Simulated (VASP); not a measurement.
# MgS (F-43m) in VASP: further runs

Runs on MgS. Level: r2SCAN. Tasks: single point.

Program: VASP 6.6.1. These are calculated values, not measurements. Logs are shortened: lines on timing, memory, paths and dates and some standing lists are left out, and cuts for length are marked.

### 1 The cell of the first run

It takes space group F-43m (No. 216, cubic). The conventional cell has a = 5.813 Å, b = 5.813 Å, c = 5.813 Å, α = 90.00°, β = 90.00°, γ = 90.00°. Within 3.3 Å of Mg (site symmetry -43m) lie 4 S at 2.52 Å. S (site symmetry -43m) has 4 Mg at 2.52 Å within 3.3 Å.

### 2 Single point, r2SCAN

File POSCAR:

```
MgS
1.0
    0.0000000000      2.9067402837      2.9067402837
    2.9067402837      0.0000000000      2.9067402837
    2.9067402837      2.9067402837      0.0000000000
Mg S
1 1
Direct
    0.0000000000      0.0000000000      0.0000000000
    0.7500000000      0.7500000000      0.7500000000
```

File INCAR.step1:

```
PREC     = Accurate       # precision mode
ENCUT    = 660            # plane-wave cutoff, eV
ISMEAR   = 0              # smearing method
SIGMA    = 0.01           # smearing width, eV
LREAL    = False          # projectors in reciprocal space
LASPH    = True           # aspherical terms in the spheres
NELM     = 120            # most SCF steps
NBANDS   = 11             # bands
GGA      = PE             # functional
ALGO     = Normal         # electronic algorithm
EDIFF    = 1E-5           # SCF threshold, eV
LWAVE    = True           # write WAVECAR
LCHARG   = False          # write CHGCAR
GGA_COMPAT= False
```

File INCAR.step2:

```
PREC     = Accurate       # precision mode
ENCUT    = 660            # plane-wave cutoff, eV
EDIFF    = 1E-6           # SCF threshold, eV
ISMEAR   = 0              # smearing method
SIGMA    = 0.01           # smearing width, eV
LREAL    = False          # projectors in reciprocal space
LASPH    = True           # aspherical terms in the spheres
NELM     = 120            # most SCF steps
ALGO     = Normal         # electronic algorithm
ISIF     = 2              # what is computed and relaxed
LWAVE    = False          # write WAVECAR
LCHARG   = False          # write CHGCAR
METAGGA  = R2SCAN         # meta-GGA
LMIXTAU  = True         
NBANDS   = 11             # bands
ISTART   = 1            
GGA_COMPAT= False
```

File KPOINTS:

```
Automatic mesh
0
Gamma
  5 5 5
```

Potentials or basis: VASP PAW PBE potentials, release 64 (Mg, S).

Started as:

```console
cat potpaw_PBE.64/Mg/POTCAR potpaw_PBE.64/S/POTCAR > POTCAR
cp INCAR.step1 INCAR
mpirun -np 1 vasp_std > vasp.out
cp INCAR.step2 INCAR
mpirun -np 1 vasp_std > vasp.out
```

OUTCAR:

```text
PREC = Accurate
   ENCUT = 660
   EDIFF = 1E-6
   ISMEAR = 0
   LREAL = False
   LASPH = True
   NELM = 120
   ISIF = 2
   METAGGA = R2SCAN
   ISTART = 1

 ion  position               nearest neighbor table
   1  0.000  0.000  0.000-   2 2.52   2 2.52   2 2.52   2 2.52
   2  0.750  0.750  0.750-   1 2.52   1 2.52   1 2.52   1 2.52

  LATTYP: Found a face centered cubic cell.
 ALAT       =     5.8134805674

  Lattice vectors:

 A1 = (   0.0000000000,   2.9067402837,   2.9067402837)
 A2 = (   2.9067402837,   0.0000000000,   2.9067402837)
 A3 = (   2.9067402837,   2.9067402837,   0.0000000000)

Analysis of symmetry for initial positions (statically):
=====================================================================
 Subroutine PRICEL returns:
 Original cell was already a primitive cell.

 Routine SETGRP: Setting up the symmetry group for a
 face centered cubic supercell.

 Subroutine GETGRP returns: Found 24 space group operations
 (whereof 24 operations were pure point group operations)
 out of a pool of 48 trial point group operations.

The static configuration has the point symmetry T_d .

Analysis of symmetry for dynamics (positions and initial velocities):
=====================================================================
 Subroutine PRICEL returns:
 Original cell was already a primitive cell.

 Routine SETGRP: Setting up the symmetry group for a
 face centered cubic supercell.

 Subroutine GETGRP returns: Found 24 space group operations
 (whereof 24 operations were pure point group operations)
 out of a pool of 48 trial point group operations.

The dynamic configuration has the point symmetry T_d .

 Subroutine INISYM returns: Found 24 space group operations
 (whereof 24 operations are pure point group operations),
 and found     1 'primitive' translations

----------------------------------------------------------------------------------------

                                     Primitive cell

  volume of cell :      49.1189

  direct lattice vectors                    reciprocal lattice vectors
     0.000000000  2.906740284  2.906740284    -0.172013992  0.172013992  0.172013992
     2.906740284  0.000000000  2.906740284     0.172013992 -0.172013992  0.172013992
     2.906740284  2.906740284  0.000000000     0.172013992  0.172013992 -0.172013992

  length of vectors
     4.110751532  4.110751532  4.110751532     0.297936974  0.297936974  0.297936974

  position of ions in fractional coordinates (direct lattice)
     0.000000000  0.000000000  0.000000000
     0.750000000  0.750000000  0.750000000

  ion indices of the primitive-cell ions
   primitive index   ion index
                 1           1
                 2           2

----------------------------------------------------------------------------------------

 KPOINTS: Automatic mesh

Automatic generation of k-mesh.
 Grid dimensions read from file:
 generate k-points for:    5    5    5

 Generating k-lattice:

  Cartesian coordinates                     Fractional coordinates (reciprocal lattice)
    -0.034402798  0.034402798  0.034402798     0.200000000  0.000000000  0.000000000
     0.034402798 -0.034402798  0.034402798     0.000000000  0.200000000  0.000000000
     0.034402798  0.034402798 -0.034402798     0.000000000  0.000000000  0.200000000

  Length of vectors
     0.059587395  0.059587395  0.059587395

  Shift w.r.t. Gamma in fractional coordinates (k-lattice)
     0.000000000  0.000000000  0.000000000

 Subroutine IBZKPT returns following result:
 ===========================================

 Found     10 irreducible k-points:

 Following reciprocal coordinates:
            Coordinates               Weight
  0.000000  0.000000  0.000000      1.000000
  0.200000  0.000000  0.000000      8.000000
  0.400000  0.000000  0.000000      8.000000
  0.200000  0.200000  0.000000      6.000000
  0.400000  0.200000  0.000000     24.000000
 -0.400000  0.200000  0.000000     24.000000
 -0.200000  0.200000  0.000000     12.000000
  0.400000  0.400000  0.000000      6.000000
 -0.400000  0.400000  0.000000     12.000000
 -0.400000  0.400000  0.200000     24.000000
   k-points           NKPTS =     10   k-points in BZ     NKDIM =     10   number of bands    NBANDS=     11
   number of dos      NEDOS =    301   number of ions     NIONS =      2
   total plane-waves  NPLWV =  46656
   dimension x,y,z NGX =    36 NGY =   36 NGZ =   36
   dimension x,y,z NGXF=    72 NGYF=   72 NGZF=   72
   ions per type =               1   1
   NGX,Y,Z   is equivalent  to a cutoff of  14.56, 14.56, 14.56 a.u.
   NGXF,Y,Z  is equivalent  to a cutoff of  29.12, 29.12, 29.12 a.u.
 SYSTEM =  unknown system
   PREC   = accura    normal or accurate (medium, high low for compatibility)
   ISTART =      1    job   : 0-new  1-cont  2-samecut
   ICHARG =      0    charge: 1-file 2-atom 10-const
   ISPIN  =      1    spin polarized calculation?
   LNONCOLLINEAR =      F non collinear calculations
   LSORBIT =      F    spin-orbit coupling
   LASPH  =      T    aspherical Exc in radial PAW
   ENCUT  =  660.0 eV  48.51 Ry    6.96 a.u.   8.61  8.61  8.61*2*pi/ulx,y,z
   NELM   =    120;   NELMIN=  2; NELMDL=  0     # of ELM steps
   EDIFF  = 0.1E-05   stopping-criterion for ELM
   LREAL  =      F    real-space projection
   EDIFFG = 0.1E-04   stopping-criterion for IOM
   NSW    =      0    number of steps for IOM
   IBRION =     -1    ionic relax: 0-MD 1-quasi-New 2-CG
   NFREE  =      0    steps in history (QN), initial steepest desc. (CG)
   ISIF   =      2    stress and relaxation
   ISYM   =      2    0-nonsym 1-usesym 2-fastsym
   POTIM  = 0.5000    time-step for ionic-motion
   TEBEG  =    0.0;   TEEND  =   0.0 temperature during run
   PSTRESS=    0.0 pullay stress
   NELECT =       8.0000    total number of electrons
   NUPDOWN=      -1.0000    fix difference up-down
   EMIN   =  10.00;   EMAX   =-10.00  energy-range for DOS
   EFERMI =   0.00;   METHOD = LEGACY
   ISMEAR =     0;   SIGMA  =   0.01  broadening in eV -4-tet -1-fermi 0-gaus
   EFERMI_NEDOS =   21; number of points for ismear=-14 and -15
   IALGO  =     38    algorithm
   IMIX   =      4    mixing-type and parameters
     AMIX     =   0.40;   BMIX     =  1.00
     AMIX_MAG =   1.60;   BMIX_MAG =  1.00
  volume/ion in A,a.u.               =      24.56       165.74
  Fermi-wavevector in a.u.,A,eV,Ry     =   0.894037  1.689484 10.875155  0.799301
  Thomas-Fermi vector in A             =   2.016190
   LORBIT       =      0    0 simple, 1 ext, 2 COOP (PROOUT), +10 PAW based schemes
   METAGGA = R2SCAN    functional components
   LHFCALC =     F    Hartree Fock is set to
   AEXX    =    0.0000 exact exchange contribution
   IVDW    =     0    specifies the selected vdW correction
   LEPSILON=     F    determine dielectric tensor
   LRPA    =     F    only Hartree local field effects (RPA)
 non-spin polarized calculation
 Gauss-broadening in eV      SIGMA  =   0.01
  energy-cutoff  :      660.00
  volume of cell :       49.12
 maximum number of plane-waves:      1917
   NGX = 17   NGY = 17   NGZ = 17

 number of electron       8.0000001 magnetization

 Free energy of the ion-electron system (eV)
  ---------------------------------------------------
  ext. energy  EPLUGINS =         0.00000000
  ---------------------------------------------------
  free energy    TOTEN  =       -15.39326643 eV

  energy without entropy =      -15.39326643  energy(sigma->0) =      -15.39326643

 E-fermi :   0.3491     XC(G=0):  -8.4633

 val. band max:        0.3027230050   @ k =   0.0000   0.0000   0.0000
 cond. band min:       4.0212589359   @ k =   0.0000   0.0000   0.0000
 fundamental gap:      3.7185359309
 Fermi energy:         0.3490739152

 k-point     1 :       0.0000    0.0000    0.0000
  band No.  band energies     occupation
      1     -11.1846      2.00000
      2       0.3027      2.00000
      3       0.3027      2.00000
      4       0.3027      2.00000
      5       4.0213      0.00000
      6       8.6833      0.00000
      7       8.6833      0.00000
      8       8.6833      0.00000
      9      11.5842      0.00000
     10      11.5842      0.00000
     11      14.3141      0.00000

 k-point     2 :       0.2000    0.0000    0.0000
  band No.  band energies     occupation
      1     -10.9999      2.00000
      2      -0.9667      2.00000
      3       0.1889      2.00000
      4       0.1889      2.00000
      5       5.2358      0.00000
      6       8.3717      0.00000
      7       8.9482      0.00000
      8       8.9483      0.00000
      9      10.9943      0.00000
     10      10.9943      0.00000
     11      13.1856      0.00000

 k-point     3 :       0.4000    0.0000    0.0000
  band No.  band energies     occupation
      1     -10.6636      2.00000
      2      -2.3748      2.00000
      3       0.0225      2.00000
      4       0.0225      2.00000
      5       5.7991      0.00000
      6       8.4976      0.00000
      7       8.4976      0.00000
      8       8.9999      0.00000
      9      12.7816      0.00000
     10      12.7816      0.00000
     11      12.9956      0.00000

 k-point     4 :       0.2000    0.2000    0.0000
  band No.  band energies     occupation
      1     -10.9389      2.00000
      2      -0.9204      2.00000
      3      -0.0698      2.00000
      4      -0.0698      2.00000
      5       5.5901      0.00000
      6       7.5711      0.00000
      7       9.2488      0.00000
      8       9.6695      0.00000
      9       9.6695      0.00000
     10      12.2453      0.00000
     11      15.7110      0.00000

 k-point     5 :       0.4000    0.2000    0.0000
  band No.  band energies     occupation
      1     -10.6487      2.00000
      2      -1.9412      2.00000
      3      -0.4619      2.00000
      4      -0.2684      2.00000
      5       6.1085      0.00000
      6       7.5697      0.00000
      7       8.6083      0.00000
      8       9.7644      0.00000
      9      11.6394      0.00000
     10      13.6148      0.00000
     11      14.6110      0.00000

 k-point     6 :      -0.4000    0.2000    0.0000
  band No.  band energies     occupation
      1     -10.5246      2.00000
      2      -2.2764      2.00000
      3      -0.8617      2.00000
      4      -0.1609      2.00000
      5       6.5629      0.00000
      6       7.4288      0.00000
      7       9.2618      0.00000
      8       9.4698      0.00000
      9      12.4524      0.00000
     10      12.6402      0.00000
     11      14.7748      0.00000

 k-point     7 :      -0.2000    0.2000    0.0000
  band No.  band energies     occupation
      1     -10.7599      2.00000
      2      -1.6627      2.00000
      3      -0.5694      2.00000
      4       0.1229      2.00000
      5       6.5407      0.00000
      6       7.8456      0.00000
      7       8.4405      0.00000
      8       9.2859      0.00000
      9      10.2322      0.00000
     10      13.2490      0.00000
     11      14.8487      0.00000

 k-point     8 :       0.4000    0.4000    0.0000
  band No.  band energies     occupation
      1     -10.4946      2.00000
      2      -2.1269      2.00000
      3      -0.5777      2.00000
      4      -0.5777      2.00000
      5       4.9415      0.00000
      6       6.5828      0.00000
      7      10.7964      0.00000
      8      11.9768      0.00000
      9      11.9768      0.00000
     10      14.0165      0.00000
     11      15.5724      0.00000

 k-point     9 :      -0.4000    0.4000    0.0000
  band No.  band energies     occupation
      1     -10.4149      2.00000
      2      -2.0885      2.00000
      3      -1.2225      2.00000
      4      -0.5209      2.00000
      5       5.3247      0.00000
      6       7.2861      0.00000
      7      10.5585      0.00000
      8      11.2841      0.00000
      9      11.7911      0.00000
     10      13.3292      0.00000
     11      15.6677      0.00000

 k-point    10 :      -0.4000    0.4000    0.2000
  band No.  band energies     occupation
      1     -10.4585      2.00000
      2      -1.9671      2.00000
      3      -1.1937      2.00000
      4      -0.6044      2.00000
      5       6.2519      0.00000
      6       7.9883      0.00000
      7       8.4470      0.00000
      8      10.4770      0.00000
      9      12.1969      0.00000
     10      13.4238      0.00000
     11      15.7896      0.00000

------------------------ aborting loop because EDIFF is reached ----------------------------------------

  FORCE on cell =-STRESS in cart. coord.  units (eV):
  Direction    XX          YY          ZZ          XY          YZ          ZX
  --------------------------------------------------------------------------------------
  -------------------------------------------------------------------------------------
  Total       -1.3132613     -1.3132613     -1.3132613      0.0000000     -0.0000000      0.0000000
  in kB      -42.8364066    -42.8364066    -42.8364066      0.0000000     -0.0000000      0.0000000
  external PRESSURE =     -42.8364066 kB  Pullay stress =       0.0000000 kB

 VOLUME and BASIS-vectors are now :
 -----------------------------------------------------------------------------
  energy-cutoff  :      660.00
  volume of cell :       49.12
      direct lattice vectors                 reciprocal lattice vectors
     0.000000000  2.906740284  2.906740284    -0.172013992  0.172013992  0.172013992
     2.906740284  0.000000000  2.906740284     0.172013992 -0.172013992  0.172013992
     2.906740284  2.906740284  0.000000000     0.172013992  0.172013992 -0.172013992

 POSITION                                       TOTAL-FORCE (eV/Angst)
 -----------------------------------------------------------------------------------
      0.00000      0.00000      0.00000        -0.000000      0.000000      0.000000
      4.36011      4.36011      4.36011         0.000000     -0.000000     -0.000000
 -----------------------------------------------------------------------------------
    total drift:                               -0.000000     -0.000000     -0.000000

  FREE ENERGIE OF THE ION-ELECTRON SYSTEM (eV)
  ---------------------------------------------------
  free  energy   TOTEN  =       -15.3932664344 eV

  energy  without entropy=      -15.3932664344  energy(sigma->0) =      -15.39326643
```

Run time: 36 s. Hardware: 1 thread of AMD EPYC 7R13 (Zen 3), shared host; peak memory 0.19 GiB.

What came out:

* Free energy: -15.3933 eV
* Pressure: -4.3 GPa
* Band gap on the k mesh: 3.72 eV

Levels at points of the mesh, in eV from the valence-band top:
| k point | band 1 | band 2 | band 3 | band 4 | band 5 | band 6 | band 7 | band 8 |
| --- | --- | --- | --- | --- | --- | --- | --- | --- |
| (0.00, 0.00, 0.00) | -11.49 | 0.00 | 0.00 | 0.00 | 3.72 | 8.38 | 8.38 | 8.38 |

Caveat: the cell stands under tension; the PAW data sets were made with another functional, which shifts forces and pressure a little.

### 3 Single point, r2SCAN

This run uses another cell than the first one, of 25.47 Å³/atom.

File POSCAR:

```
MgS
1.0
    0.0000000000      2.9421918299      2.9421918299
    2.9421918299      0.0000000000      2.9421918299
    2.9421918299      2.9421918299      0.0000000000
Mg S
1 1
Direct
    0.0000000000      0.0000000000      0.0000000000
    0.7500000000      0.7500000000      0.7500000000
```

File INCAR.step1:

```
SYSTEM = MgS
ALGO     = Normal         ! electronic algorithm
EDIFF    = 1E-5           ! SCF threshold, eV
ENCUT    = 660            ! plane-wave cutoff, eV
GGA      = PE             ! functional
GGA_COMPAT= .False.      
ISMEAR   = 0              ! smearing method
LASPH    = .True.         ! aspherical terms in the spheres
LCHARG   = .False.        ! write CHGCAR
LREAL    = .False.        ! projectors in reciprocal space
LWAVE    = .True.         ! write WAVECAR
NBANDS   = 11             ! bands
NELM     = 120            ! most SCF steps
PREC     = Accurate       ! precision mode
SIGMA    = 0.01           ! smearing width, eV
```

File INCAR.step2:

```
SYSTEM = MgS
ALGO     = Normal         ! electronic algorithm
EDIFF    = 1E-6           ! SCF threshold, eV
ENCUT    = 660            ! plane-wave cutoff, eV
GGA_COMPAT= .False.      
ISIF     = 2              ! what is computed and relaxed
ISMEAR   = 0              ! smearing method
ISTART   = 1            
LASPH    = .True.         ! aspherical terms in the spheres
LCHARG   = .False.        ! write CHGCAR
LMIXTAU  = .True.       
LREAL    = .False.        ! projectors in reciprocal space
LWAVE    = .False.        ! write WAVECAR
METAGGA  = R2SCAN         ! meta-GGA
NBANDS   = 11             ! bands
NELM     = 120            ! most SCF steps
PREC     = Accurate       ! precision mode
SIGMA    = 0.01           ! smearing width, eV
```

File KPOINTS:

```
k-points
0
Gamma
  5 5 5
  0 0 0
```

Potentials or basis: VASP PAW PBE potentials, release 64 (Mg, S).

Started as:

```console
cat potpaw_PBE.64/Mg/POTCAR potpaw_PBE.64/S/POTCAR > POTCAR
cp INCAR.step1 INCAR
mpirun -np 1 vasp_std > vasp.out
cp INCAR.step2 INCAR
mpirun -np 1 vasp_std > vasp.out
```

Run time: 36 s. Hardware: 1 thread of AMD EPYC 7R13 (Zen 3), shared host; peak memory 0.18 GiB.

The run converged. Its results:

| Quantity | Value |
| --- | --- |
| Free energy | -15.3362 eV |
| Pressure | -5.7 GPa |
| Band gap on the k mesh | 3.54 eV |

Levels at points of the mesh, in eV from the valence-band top:
```csv
k point,band 1,band 2,band 3,band 4,band 5,band 6,band 7,band 8,band 9
"(0.00, 0.00, 0.00)",-11.38,0.00,0.00,0.00,3.54,8.28,8.28,8.28,11.20
```

Caveat: the cell stands under tension; the PAW data sets were made with another functional, which shifts forces and pressure a little.
